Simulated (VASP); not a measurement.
# GaOs3 (Pm-3m) in VASP: further runs, part 2 of 2

VASP 6.6.1. Earlier steps stand in the parts before.

**4. Single point, PBE**

This run uses another cell than the first one, of 14.53 Å³/atom.

File INCAR:

```
  PREC = Accurate
  ENCUT = 520
  EDIFF = 1E-7
  ISMEAR = 0
  SIGMA = 0.1
  LREAL = F
  LASPH = T
  NELM = 80
  ALGO = Fast
  ISIF = 2
  LWAVE = F
  LCHARG = F
  GGA = PE
  NBANDS = 26
```

File KPOINTS:

```
regular mesh
0
Gamma
  12 12 12
```

File POSCAR:

```
GaOs3
1.0
    3.8731508537      0.0000000000      0.0000000000
    0.0000000000      3.8731508537      0.0000000000
    0.0000000000      0.0000000000      3.8731508537
Ga Os
1 3
Direct
    0.0000000000      0.0000000000      0.0000000000
    0.0000000000      0.5000000000      0.5000000000
    0.5000000000      0.0000000000      0.5000000000
    0.5000000000      0.5000000000      0.0000000000
```

Potentials or basis: VASP PAW PBE potentials, release 64 (Ga_d, Os).

The run is started by

```
cat potpaw_PBE.64/Ga_d/POTCAR potpaw_PBE.64/Os/POTCAR > POTCAR
mpirun -np 1 vasp_std > vasp.out
```

OUTCAR:

```text
PREC = Accurate
   ENCUT = 520
   EDIFF = 1E-7
   ISMEAR = 0
   LREAL = F
   LASPH = T
   NELM = 80
   ISIF = 2
   GGA = PE

 ion  position               nearest neighbor table
   1  0.000  0.000  0.000-   2 2.74   3 2.74   4 2.74   2 2.74   3 2.74   2 2.74   4 2.74   2 2.74
                             3 2.74   4 2.74   3 2.74   4 2.74
   2  0.000  0.500  0.500-   1 2.74   3 2.74   4 2.74   1 2.74   4 2.74   1 2.74   3 2.74   1 2.74
                             3 2.74   4 2.74   4 2.74   3 2.74
   3  0.500  0.000  0.500-   1 2.74   2 2.74   4 2.74   1 2.74   4 2.74   2 2.74   4 2.74   4 2.74
                             1 2.74   2 2.74   1 2.74   2 2.74
   4  0.500  0.500  0.000-   1 2.74   2 2.74   3 2.74   2 2.74   3 2.74   1 2.74   3 2.74   3 2.74
                             1 2.74   2 2.74   2 2.74   1 2.74

  LATTYP: Found a simple cubic cell.
 ALAT       =     3.8731508537

  Lattice vectors:

 A1 = (   3.8731508537,   0.0000000000,   0.0000000000)
 A2 = (   0.0000000000,   3.8731508537,   0.0000000000)
 A3 = (   0.0000000000,   0.0000000000,   3.8731508537)

Analysis of symmetry for initial positions (statically):
=====================================================================
 Subroutine PRICEL returns:
 Original cell was already a primitive cell.

 Routine SETGRP: Setting up the symmetry group for a
 simple cubic supercell.

 Subroutine GETGRP returns: Found 48 space group operations
 (whereof 48 operations were pure point group operations)
 out of a pool of 48 trial point group operations.

The static configuration has the point symmetry O_h .

Analysis of symmetry for dynamics (positions and initial velocities):
=====================================================================
 Subroutine PRICEL returns:
 Original cell was already a primitive cell.

 Routine SETGRP: Setting up the symmetry group for a
 simple cubic supercell.

 Subroutine GETGRP returns: Found 48 space group operations
 (whereof 48 operations were pure point group operations)
 out of a pool of 48 trial point group operations.

The dynamic configuration has the point symmetry O_h .

[... 124 lines left out ...]
  Fermi-wavevector in a.u.,A,eV,Ry     =   1.408459  2.661602 26.990664  1.983758
  Thomas-Fermi vector in A             =   2.530615
   LORBIT       =      0    0 simple, 1 ext, 2 COOP (PROOUT), +10 PAW based schemes
   GGA     = PE    functional components
   LHFCALC =     F    Hartree Fock is set to
   AEXX    =    0.0000 exact exchange contribution
   IVDW    =     0    specifies the selected vdW correction
   LEPSILON=     F    determine dielectric tensor
   LRPA    =     F    only Hartree local field effects (RPA)
 non-spin polarized calculation
 RMM-DIIS sequential band-by-band and
 Gauss-broadening in eV      SIGMA  =   0.10
  energy-cutoff  :      520.00
  volume of cell :       58.10
 maximum number of plane-waves:      1596
 NGX is ok and might be reduce to    30
   NGX = 15   NGY = 15   NGZ = 15

 number of electron      36.9999993 magnetization

 Free energy of the ion-electron system (eV)
  ---------------------------------------------------
  ext. energy  EPLUGINS =         0.00000000
  ---------------------------------------------------
  free energy    TOTEN  =       -34.72494796 eV

  energy without entropy =      -34.69837525  energy(sigma->0) =      -34.71166161

 E-fermi :   8.5354     XC(G=0): -13.4787

 val. band max:        8.5323419640   @ k =   0.4167   0.0833   0.0000
 cond. band min:       8.5466797192   @ k =   0.4167   0.3333   0.0000
 fundamental gap:      0.0143377553
 Fermi energy:         8.5354168311

 k-point     1 :       0.0000    0.0000    0.0000
  band No.  band energies     occupation
      1      -6.3997      2.00000
      2      -6.3997      2.00000
      3      -6.3781      2.00000
      4      -6.3781      2.00000
      5      -6.3781      2.00000
      6      -2.8143      2.00000
[... 685 lines left out ...]
     25      15.1454      0.00000
     26      16.1244      0.00000

 [... further k-points ...]

------------------------ aborting loop because EDIFF is reached ----------------------------------------

  FORCE on cell =-STRESS in cart. coord.  units (eV):
  Direction    XX          YY          ZZ          XY          YZ          ZX
  --------------------------------------------------------------------------------------
  -------------------------------------------------------------------------------------
  Total        0.1076016      0.1076016      0.1076016      0.0000000      0.0000000      0.0000000
  in kB        2.9671279      2.9671279      2.9671279      0.0000000      0.0000000      0.0000000
  external PRESSURE =       2.9671279 kB  Pullay stress =       0.0000000 kB

 VOLUME and BASIS-vectors are now :
 -----------------------------------------------------------------------------
  energy-cutoff  :      520.00
  volume of cell :       58.10
      direct lattice vectors                 reciprocal lattice vectors
     3.873150854  0.000000000  0.000000000     0.258187723  0.000000000  0.000000000
     0.000000000  3.873150854  0.000000000     0.000000000  0.258187723  0.000000000
     0.000000000  0.000000000  3.873150854     0.000000000  0.000000000  0.258187723

 POSITION                                       TOTAL-FORCE (eV/Angst)
 -----------------------------------------------------------------------------------
      0.00000      0.00000      0.00000         0.000000      0.000000      0.000000
      0.00000      1.93658      1.93658         0.000000      0.000000      0.000000
      1.93658      0.00000      1.93658         0.000000      0.000000      0.000000
      1.93658      1.93658      0.00000         0.000000      0.000000      0.000000
 -----------------------------------------------------------------------------------
    total drift:                                0.000000      0.000000     -0.000000

  FREE ENERGIE OF THE ION-ELECTRON SYSTEM (eV)
  ---------------------------------------------------
  free  energy   TOTEN  =       -34.7249479623 eV

  energy  without entropy=      -34.6983752517  energy(sigma->0) =      -34.71166161
```

stdout:

```text
POSCAR found type information on POSCAR GaOs
 POSCAR found :  2 types and       4 ions
 scaLAPACK will be used
 LDA part: xc-table for (Slater+PW92), standard interpolation
 POSCAR, INCAR and KPOINTS ok, starting setup
 FFT: planning ... GRIDC
 FFT: planning ... GRID_SOFT
 FFT: planning ... GRID
 WAVECAR not read
 entering main loop
```

It took 4.7 min on 1 thread of Intel Xeon 8259CL, shared host; peak memory 0.25 GiB.

What came out:

* Free energy: -34.7249 eV
* Pressure: 0.3 GPa
* Band gap on the k mesh: zero (an odd number of electrons rules out a gap without spin polarisation)

Levels at points of the mesh, in eV from the Fermi level:
```csv
k point,band 17,band 18,band 19,band 20,band 21,band 22
"(0.00, 0.00, 0.00)",0.06,0.06,1.10,1.10,2.47,3.18
"(0.50, 0.00, 0.00)",-1.29,-0.69,-0.69,-0.48,1.29,3.19
"(0.50, 0.50, 0.00)",-1.21,-1.16,-1.09,0.03,0.19,0.43
"(0.50, 0.50, 0.50)",-1.03,-1.03,-0.06,0.04,0.04,2.52
```

Caveat: spin-orbit coupling is left out, which moves the levels of the heavy elements.

**5. Relaxation of cell and atoms, PBE**

File INCAR:

```
SYSTEM = GaOs3
PREC = Accurate ; ENCUT = 600
EDIFF = 1E-7 ; ISMEAR = 0
SIGMA = 0.1 ; LREAL = .False.
LASPH = .True. ; NELM = 80
ALGO = Fast ; ISIF = 3
LWAVE = .False. ; LCHARG = .False.
GGA = PE ; IBRION = 2
NSW = 100 ; EDIFFG = -0.01
```

File KPOINTS:

```
Automatic mesh
0
Gamma
  12 12 12
  0 0 0
```

File POSCAR:

```
GaOs3
1.0
    3.8768684437      0.0000000000      0.0000000000
    0.0000000000      3.8768684437      0.0000000000
    0.0000000000      0.0000000000      3.8768684437
Ga Os
1 3
Direct
    0.0000000000      0.0000000000      0.0000000000
    0.0000000000      0.5000000000      0.5000000000
    0.5000000000      0.0000000000      0.5000000000
    0.5000000000      0.5000000000      0.0000000000
```

Potentials or basis: VASP PAW PBE potentials, release 64 (Ga_d, Os).

The run is started by

```
cat potpaw_PBE.64/Ga_d/POTCAR potpaw_PBE.64/Os/POTCAR > POTCAR
mpirun -np 1 vasp_std > vasp.out
```

OUTCAR:

```text
SYSTEM = GaOs3
   PREC = Accurate
   ENCUT = 600
   EDIFF = 1E-7
   ISMEAR = 0
   LREAL = .False.
   LASPH = .True.
   NELM = 80
   ISIF = 3
   GGA = PE
   IBRION = 2
   NSW = 100
   EDIFFG = -0.01

 ion  position               nearest neighbor table
   1  0.000  0.000  0.000-   2 2.74   3 2.74   4 2.74   2 2.74   3 2.74   2 2.74   4 2.74   2 2.74
                             3 2.74   4 2.74   3 2.74   4 2.74
   2  0.000  0.500  0.500-   1 2.74   3 2.74   4 2.74   1 2.74   4 2.74   1 2.74   3 2.74   1 2.74
                             3 2.74   4 2.74   4 2.74   3 2.74
   3  0.500  0.000  0.500-   1 2.74   2 2.74   4 2.74   1 2.74   4 2.74   2 2.74   4 2.74   4 2.74
                             1 2.74   2 2.74   1 2.74   2 2.74
   4  0.500  0.500  0.000-   1 2.74   2 2.74   3 2.74   2 2.74   3 2.74   1 2.74   3 2.74   3 2.74
                             1 2.74   2 2.74   2 2.74   1 2.74

  LATTYP: Found a simple cubic cell.
 ALAT       =     3.8768684437

  Lattice vectors:

 A1 = (   3.8768684437,   0.0000000000,   0.0000000000)
 A2 = (   0.0000000000,   3.8768684437,   0.0000000000)
 A3 = (   0.0000000000,   0.0000000000,   3.8768684437)

Analysis of symmetry for initial positions (statically):
=====================================================================
 Subroutine PRICEL returns:
 Original cell was already a primitive cell.

 Routine SETGRP: Setting up the symmetry group for a
 simple cubic supercell.

 Subroutine GETGRP returns: Found 48 space group operations
 (whereof 48 operations were pure point group operations)
 out of a pool of 48 trial point group operations.

The static configuration has the point symmetry O_h .

Analysis of symmetry for dynamics (positions and initial velocities):
=====================================================================
 Subroutine PRICEL returns:
 Original cell was already a primitive cell.

 Routine SETGRP: Setting up the symmetry group for a
 simple cubic supercell.

[... 137 lines left out ...]
   LEPSILON=     F    determine dielectric tensor
   LRPA    =     F    only Hartree local field effects (RPA)
 conjugate gradient relaxation of ions
 non-spin polarized calculation
 RMM-DIIS sequential band-by-band and
 Gauss-broadening in eV      SIGMA  =   0.10
  energy-cutoff  :      600.00
  volume of cell :       58.27
 maximum number of plane-waves:      1980
 NGX is ok and might be reduce to    32
   NGX = 15   NGY = 15   NGZ = 15

--------------------------------------- Ionic step        1  -------------------------------------------

 number of electron      37.0000001 magnetization

 Free energy of the ion-electron system (eV)
  ---------------------------------------------------
  ext. energy  EPLUGINS =         0.00000000
  ---------------------------------------------------
  free energy    TOTEN  =       -34.72665604 eV

  energy without entropy =      -34.69993643  energy(sigma->0) =      -34.71329624

------------------------ aborting loop because EDIFF is reached ----------------------------------------

  FORCE on cell =-STRESS in cart. coord.  units (eV):
  Direction    XX          YY          ZZ          XY          YZ          ZX
  --------------------------------------------------------------------------------------
  -------------------------------------------------------------------------------------
  Total       -0.1727265     -0.1727265     -0.1727265      0.0000000      0.0000000      0.0000000
  in kB       -4.7492637     -4.7492637     -4.7492637      0.0000000      0.0000000      0.0000000
  external PRESSURE =      -4.7492637 kB  Pullay stress =       0.0000000 kB
[... 63 lines left out ...]
--------------------------------------- Ionic step        3  -------------------------------------------

 number of electron      37.0000003 magnetization

 Free energy of the ion-electron system (eV)
  ---------------------------------------------------
  ext. energy  EPLUGINS =         0.00000000
  ---------------------------------------------------
  free energy    TOTEN  =       -34.72680544 eV

  energy without entropy =      -34.70017389  energy(sigma->0) =      -34.71348966

 E-fermi :   8.5196     XC(G=0): -13.4717

 val. band max:        8.5166686918   @ k =   0.4167   0.0833   0.0000
 cond. band min:       8.5309260188   @ k =   0.4167   0.3333   0.0000
 fundamental gap:      0.0142573270
 Fermi energy:         8.5196150014

 k-point     1 :       0.0000    0.0000    0.0000
  band No.  band energies     occupation
      1      -6.4137      2.00000
      2      -6.4137      2.00000
      3      -6.3923      2.00000
      4      -6.3923      2.00000
      5      -6.3923      2.00000
      6      -2.8196      2.00000
[... 589 lines left out ...]
     21       9.2528      0.00000
     22       9.3735      0.00000

 [... further k-points ...]

------------------------ aborting loop because EDIFF is reached ----------------------------------------

  FORCE on cell =-STRESS in cart. coord.  units (eV):
  Direction    XX          YY          ZZ          XY          YZ          ZX
  --------------------------------------------------------------------------------------
  -------------------------------------------------------------------------------------
  Total        0.0041706      0.0041706      0.0041706     -0.0000000      0.0000000     -0.0000000
  in kB        0.1148663      0.1148663      0.1148663     -0.0000000      0.0000000     -0.0000000
  external PRESSURE =       0.1148663 kB  Pullay stress =       0.0000000 kB
[... 19 lines left out ...]
  FREE ENERGIE OF THE ION-ELECTRON SYSTEM (eV)
  ---------------------------------------------------
  free  energy   TOTEN  =       -34.7268054406 eV

  energy  without entropy=      -34.7001738861  energy(sigma->0) =      -34.71348966

 reached required accuracy - stopping structural energy minimisation
```

It took 14 min on 1 thread of Intel Xeon 8259CL, shared host; peak memory 0.29 GiB.

What came out:

```yaml
Free_energy: -34.7268 eV
Relaxed_volume: 14.54 Å³/atom
Relaxed_cell: a = 3.875 Å, b = 3.875 Å, c = 3.875 Å, α = 90.00°, β = 90.00°, γ = 90.00°
Space_group_after_relaxing_to_0.1_Å: Pm-3m (No. 221)
Energy_gained_by_relaxing: 0.0 meV/atom
Ionic_steps: 3
Pressure_after_relaxing: 0.0 GPa
Band_gap_on_the_k_mesh: zero (an odd number of electrons rules out a gap without spin polarisation)
```

The path:
| step | energy change (eV) | largest force (eV/Å) | pressure (GPa) | volume (Å³) |
| --- | --- | --- | --- | --- |
| 1 | 0.0000 | 0.0000 | -0.47 | 58.27 |
| 2 | 0.0010 | 0.0000 | 1.40 | 57.91 |
| 3 | -0.0001 | 0.0000 | 0.01 | 58.17 |

Final structure:
```xyz
4
Lattice="3.8747 0.0000 0.0000 0.0000 3.8747 0.0000 0.0000 0.0000 3.8747" Properties=species:S:1:pos:R:3 pbc="T T T"
Ga    0.0000    0.0000    0.0000
Os    0.0000    1.9373    1.9373
Os    1.9373    0.0000    1.9373
Os    1.9373    1.9373    0.0000
```

Levels at points of the mesh, in eV from the Fermi level:
| k point | band 17 | band 18 | band 19 | band 20 | band 21 | band 22 |
| --- | --- | --- | --- | --- | --- | --- |
| (0.00, 0.00, 0.00) | 0.07 | 0.07 | 1.10 | 1.10 | 2.47 | 3.17 |
| (0.50, 0.00, 0.00) | -1.29 | -0.69 | -0.69 | -0.48 | 1.29 | 3.18 |
| (0.50, 0.50, 0.00) | -1.20 | -1.16 | -1.09 | 0.03 | 0.19 | 0.43 |
| (0.50, 0.50, 0.50) | -1.03 | -1.03 | -0.07 | 0.04 | 0.04 | 2.52 |

Caveat: spin-orbit coupling is left out, which moves the levels of the heavy elements.

**6. Overview**

| task | cell | k mesh | cutoff (eV) | gap on the mesh (eV) | pressure (GPa) | relaxed volume (Å³/atom) |
| --- | --- | --- | --- | --- | --- | --- |
| single point | a = 3.877 Å, 4 atoms | 4 × 4 × 4 | 520 | none | 0.3 | - |
| relaxation of cell and atoms | relaxed from a = 3.831 Å, 4 atoms | 4 × 4 × 4 | 600 | none | 0.0 | 14.58 |
| single point | a = 3.873 Å, 4 atoms | 12 × 12 × 12 | 520 | none | 0.3 | - |
| relaxation of cell and atoms | relaxed from a = 3.877 Å, 4 atoms | 12 × 12 × 12 | 600 | none | 0.0 | 14.54 |

Alike in all rows: level PBE; potentials or basis VASP PAW PBE potentials, release 64 (Ga_d, Os); no spin polarisation; smearing gaussian 0.1 eV.

Caveats: some runs use coarse meshes; spin-orbit coupling is left out, which moves the levels of the heavy elements.

Total energies depend on the potentials used, so only differences within one code and one set of settings carry meaning.
